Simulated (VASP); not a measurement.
# CoSi2 (Fm-3m) in VASP: further runs, part 2 of 2

VASP 6.6.1.

## Step 4: Single point, PBE

This run uses another cell than the first one: it holds 9 atoms, not 3.

File INCAR:

```
PREC = Accurate
ENCUT = 520
EDIFF = 1E-6
ISMEAR = 0
SIGMA = 0.15
LREAL = F
LASPH = T
NELM = 80
ALGO = Normal
ISIF = 2
LWAVE = F
LCHARG = F
GGA = PE
NBANDS = 36
```

File KPOINTS:

```
Automatic mesh
0
Gamma
  14 14 5
```

File POSCAR:

```
CoSi2
1.0
    2.6799390577     -2.6799390577      0.0000000000
    2.6799390577      0.0000000000     -2.6799390577
    5.3598781154      5.3598781154      5.3598781154
Co Si
3 6
Direct
    1.0000000000      0.0000000000      0.0000000000
    0.3333333333      0.3333333333      0.6666666667
    0.6666666667      0.6666666667      0.3333333333
    0.6666666667      0.6666666667      0.5833333333
    1.0000000000      0.0000000000      0.2500000000
    0.3333333333      0.3333333333      0.9166666667
    0.6666666667      0.6666666667      0.0833333333
    1.0000000000      1.0000000000      0.7500000000
    0.3333333333      0.3333333333      0.4166666667
```

Potentials or basis: VASP PAW PBE potentials, release 64 (Co, Si).

Launch:

```
$ cat potpaw_PBE.64/Co/POTCAR potpaw_PBE.64/Si/POTCAR > POTCAR
$ mpirun -np 1 vasp_std > vasp.out
```

OUTCAR:

```text
PREC = Accurate
   ENCUT = 520
   EDIFF = 1E-6
   ISMEAR = 0
   LREAL = F
   LASPH = T
   NELM = 80
   ISIF = 2
   GGA = PE

 ion  position               nearest neighbor table
   1  0.000  0.000  0.000-   6 2.32   7 2.32   5 2.32   7 2.32   7 2.32   8 2.32   6 2.32   6 2.32

   2  0.333  0.333  0.667-   8 2.32   4 2.32   6 2.32   8 2.32   9 2.32   8 2.32   4 2.32   4 2.32

   3  0.667  0.667  0.333-   5 2.32   9 2.32   4 2.32   9 2.32   7 2.32   5 2.32   5 2.32   9 2.32

   4  0.667  0.667  0.583-   2 2.32   2 2.32   3 2.32   2 2.32   9 2.68   9 2.68   8 2.68   9 2.68
                             8 2.68   8 2.68
   5  0.000  0.000  0.250-   3 2.32   3 2.32   1 2.32   3 2.32   7 2.68   9 2.68   7 2.68   7 2.68
                             9 2.68   9 2.68
   6  0.333  0.333  0.917-   1 2.32   1 2.32   1 2.32   2 2.32   7 2.68   7 2.68   7 2.68   8 2.68
                             8 2.68   8 2.68
   7  0.667  0.667  0.083-   1 2.32   3 2.32   1 2.32   1 2.32   6 2.68   6 2.68   5 2.68   6 2.68
                             5 2.68   5 2.68
   8  0.000  0.000  0.750-   2 2.32   1 2.32   2 2.32   2 2.32   4 2.68   6 2.68   4 2.68   6 2.68
                             4 2.68   6 2.68
   9  0.333  0.333  0.417-   3 2.32   2 2.32   3 2.32   3 2.32   4 2.68   4 2.68   4 2.68   5 2.68
[... 213 lines left out ...]
 Fermi energy:        10.0526510497

 k-point     1 :       0.0000    0.0000    0.0000
  band No.  band energies     occupation
      1      -3.0442      2.00000
      2      -1.4021      2.00000
      3      -1.4021      2.00000
      4       2.9064      2.00000
      5       2.9064      2.00000
      6       5.9962      2.00000
[... 925 lines left out ...]
     35      16.4258      0.00000
     36      16.4258      0.00000

 [... further k-points ...]
[... 5 lines left out ...]
  --------------------------------------------------------------------------------------
  -------------------------------------------------------------------------------------
  Total       -0.0764911     -0.0764911     -0.0764911      0.0186464      0.0186464      0.0186464
  in kB       -1.0611956     -1.0611956     -1.0611956      0.2586898      0.2586898      0.2586898
  external PRESSURE =      -1.0611956 kB  Pullay stress =       0.0000000 kB

 VOLUME and BASIS-vectors are now :
 -----------------------------------------------------------------------------
  energy-cutoff  :      520.00
  volume of cell :      115.49
      direct lattice vectors                 reciprocal lattice vectors
     2.679939058 -2.679939058  0.000000000     0.124380938 -0.248761876  0.124380938
     2.679939058  0.000000000 -2.679939058     0.124380938  0.124380938 -0.248761876
     5.359878115  5.359878115  5.359878115     0.062190469  0.062190469  0.062190469

 POSITION                                       TOTAL-FORCE (eV/Angst)
 -----------------------------------------------------------------------------------
      0.00000      0.00000      0.00000        -0.000000      0.000000      0.000000
      5.35988      2.67994      2.67994        -0.000000      0.000000      0.000000
      5.35988     -0.00000     -0.00000        -0.000000      0.000000      0.000000
      6.69985      1.33997      1.33997        -0.005363     -0.005363     -0.005363
      1.33997      1.33997      1.33997        -0.005363     -0.005363     -0.005363
      6.69985      4.01991      4.01991        -0.005363     -0.005363     -0.005363
      4.01991     -1.33997     -1.33997         0.005363      0.005363      0.005363
      4.01991      4.01991      4.01991         0.005363      0.005363      0.005363
      4.01991      1.33997      1.33997         0.005363      0.005363      0.005363
 -----------------------------------------------------------------------------------
    total drift:                                0.000000      0.000000     -0.000000

  FREE ENERGIE OF THE ION-ELECTRON SYSTEM (eV)
  ---------------------------------------------------
  free  energy   TOTEN  =       -57.9041968812 eV

  energy  without entropy=      -57.8698211928  energy(sigma->0) =      -57.88700904
```

OSZICAR:

```text
N       E                     dE             d eps       ncg     rms          rms(c)
DAV:   1     0.325998983418E+03    0.32600E+03   -0.20477E+04  7488   0.142E+03
DAV:   2    -0.333763034921E+02   -0.35938E+03   -0.34178E+03  7508   0.329E+02
DAV:   3    -0.609253411545E+02   -0.27549E+02   -0.26066E+02  8884   0.104E+02
DAV:   4    -0.621156697231E+02   -0.11903E+01   -0.11769E+01  9472   0.203E+01
DAV:   5    -0.621622591155E+02   -0.46589E-01   -0.46531E-01 10196   0.400E+00    0.248E+01
DAV:   6    -0.729654010623E+02   -0.10803E+02   -0.10341E+02 10232   0.137E+02    0.311E+01
DAV:   7    -0.576892955493E+02    0.15276E+02   -0.50306E+01  9332   0.116E+02    0.753E+00
DAV:   8    -0.582123007889E+02   -0.52301E+00   -0.67130E+00  8816   0.121E+01    0.537E+00
DAV:   9    -0.579063146355E+02    0.30599E+00   -0.82631E-01 10136   0.124E+01    0.150E+00
DAV:  10    -0.579086105719E+02   -0.22959E-02   -0.55704E-02  8612   0.155E+00    0.841E-01
DAV:  11    -0.579046418135E+02    0.39688E-02   -0.20297E-02  9972   0.174E+00    0.362E-01
DAV:  12    -0.579042458455E+02    0.39597E-03   -0.11189E-03 11612   0.392E-01    0.176E-01
DAV:  13    -0.579042873251E+02   -0.41480E-04   -0.10209E-03 11484   0.331E-01    0.109E-01
DAV:  14    -0.579041953994E+02    0.91926E-04   -0.26284E-04 11472   0.216E-01    0.310E-02
DAV:  15    -0.579041962253E+02   -0.82598E-06   -0.23683E-05 11116   0.282E-02    0.998E-03
DAV:  16    -0.579041968812E+02   -0.65583E-06   -0.51131E-07  4864   0.716E-03
   1 F= -.57904197E+02 E0= -.57887009E+02  d E =-.343757E-01
```

stdout:

```text
POSCAR found type information on POSCAR CoSi
 POSCAR found :  2 types and       9 ions
 scaLAPACK will be used
 LDA part: xc-table for (Slater+PW92), standard interpolation
 POSCAR, INCAR and KPOINTS ok, starting setup
 FFT: planning ... GRIDC
 FFT: planning ... GRID_SOFT
 FFT: planning ... GRID
 WAVECAR not read
 entering main loop
```

Run time: 13 min. Hardware: 1 thread of Oxide Virtual Turin-like, shared host; peak memory 0.41 GiB.

Results:

| Property | Result |
| --- | --- |
| Free energy | -57.9042 eV |
| Pressure | -0.1 GPa |

Spin polarisation is off, so any magnetic state and its effect on volume and gap are missing.

## Step 5: Single point, PBE

This run uses another cell than the first one: it holds 12 atoms, not 3.

File INCAR:

```
SYSTEM = CoSi2
  PREC = Accurate
  ENCUT = 520
  EDIFF = 1E-7
  ISMEAR = 0
  SIGMA = 0.15
  LREAL = .FALSE.
  LASPH = .TRUE.
  NELM = 100
  ALGO = Normal
  ISIF = 2
  LWAVE = .FALSE.
  LCHARG = .FALSE.
  GGA = PE
  NBANDS = 46
```

File KPOINTS:

```
Automatic mesh
0
G
  12 12 5
  0 0 0
```

File POSCAR:

```
CoSi2
1.0
   -2.6799390577     -2.6799390577      0.0000000000
    2.6799390577     -2.6799390577      0.0000000000
    0.0000000000      0.0000000000     10.7197562308
Co Si
4 8
Direct
    0.5000000000      0.5000000000      0.2500000000
    0.0000000000      0.0000000000      0.5000000000
    0.5000000000      0.5000000000      0.7500000000
    0.0000000000      0.0000000000      0.0000000000
    0.5000000000      0.0000000000      0.1250000000
    0.0000000000      0.5000000000      0.3750000000
    0.5000000000      0.0000000000      0.6250000000
    0.0000000000      0.5000000000      0.8750000000
    0.5000000000      0.0000000000      0.3750000000
    0.0000000000      0.5000000000      0.6250000000
    0.5000000000      0.0000000000      0.8750000000
    0.0000000000      0.5000000000      0.1250000000
```

Launch:

```
$ cat potpaw_PBE.64/Co/POTCAR potpaw_PBE.64/Si/POTCAR > POTCAR
$ mpirun -np 1 vasp_std > vasp.out
```

Run time: 16 min. Hardware: 1 thread of Oxide Virtual Turin-like, shared host; peak memory 0.5 GiB.

It converged, with:

```
Free energy            : -77.2031 eV
Pressure               : -0.1 GPa
Band gap on the k mesh : zero (band 34 reaches 11.52 eV, above the bottom of band 35 at 9.14 eV)
```

Levels at points of the mesh, in eV from the Fermi level:
```csv
k point,band 30,band 31,band 32,band 33,band 34,band 35,band 36,band 37,band 38,band 39
"(0.00, 0.00, 0.00)",-0.30,-0.30,-0.23,-0.23,0.75,1.40,1.40,1.58,2.94,3.27
"(0.50, 0.00, 0.00)",-1.06,-0.46,-0.46,-0.46,-0.46,0.29,0.29,2.50,2.50,2.70
"(0.50, 0.50, 0.00)",-1.89,-1.43,-1.43,-1.31,-1.31,-0.66,-0.66,1.58,1.58,2.94
```

## Step 6: Overview

| task | cell | k mesh | cutoff (eV) | smearing | gap on the mesh (eV) | pressure (GPa) |
| --- | --- | --- | --- | --- | --- | --- |
| relaxation of cell and atoms | relaxed to 25 GPa from a = 3.650 Å, angles 60.0°, 3 atoms | 14 × 14 × 14 | 600 | gaussian 0.1 eV | none | 25.0 |
| relaxation of cell and atoms | relaxed to 12 GPa from a = 3.715 Å, angles 60.0°, 3 atoms | 14 × 14 × 14 | 600 | gaussian 0.1 eV | none | 12.0 |
| single point | a = 3.790, b = 3.790, c = 9.284 Å, angles 90.0, 90.0, 60.0°, 9 atoms | 14 × 14 × 5 | 520 | gaussian 0.15 eV | none | -0.1 |
| single point | a = 3.790, b = 3.790, c = 10.720 Å, 12 atoms | 12 × 12 × 5 | 520 | gaussian 0.15 eV | none | -0.1 |

Alike in all rows: level PBE; potentials or basis VASP PAW PBE potentials, release 64 (Co, Si); no spin polarisation.

Caveats: the cell is relaxed towards a set pressure, so the enthalpy falls and the energy may rise (some runs).

Absolute energies hang on the potentials; compare differences alone.
